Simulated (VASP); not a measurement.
Input of a VASP 6.6.1 run:

INCAR

```
  PREC = Accurate
  ENCUT = 520
  EDIFF = 1E-6
  ISMEAR = -1
  SIGMA = 0.08
  LREAL = F
  LASPH = T
  NELM = 80
  ALGO = Normal
  ISIF = 2
  LWAVE = F
  LCHARG = F
  GGA = CA
  NBANDS = 20
```

KPOINTS

```
Automatic mesh
0
Gamma
  11 11 11
```

File POSCAR:

```
TaBi
1.0
    0.0000000000      2.8023731453      2.8023731453
    2.8023731453      0.0000000000      2.8023731453
    2.8023731453      2.8023731453      0.0000000000
Ta Bi
1 1
Direct
    0.0000000000      0.0000000000      0.0000000000
    0.5000000000      0.5000000000      0.5000000000
```

Potentials or basis: VASP PAW LDA potentials, release 64 (Ta_pv, Bi_d).

The run is started by

```console
$ cat potpaw_LDA.64/Ta_pv/POTCAR potpaw_LDA.64/Bi_d/POTCAR > POTCAR
$ mpirun -np 1 vasp_std > vasp.out
```

(1) Predict the pressure.

(2) Estimate the band gap on the k mesh.

## Answers

(1) 7.1 GPa.

(2) zero (band 13 reaches 9.15 eV, above the bottom of band 14 at 8.09 eV).

Caveat: spin-orbit coupling is left out, which moves the levels of the heavy elements.
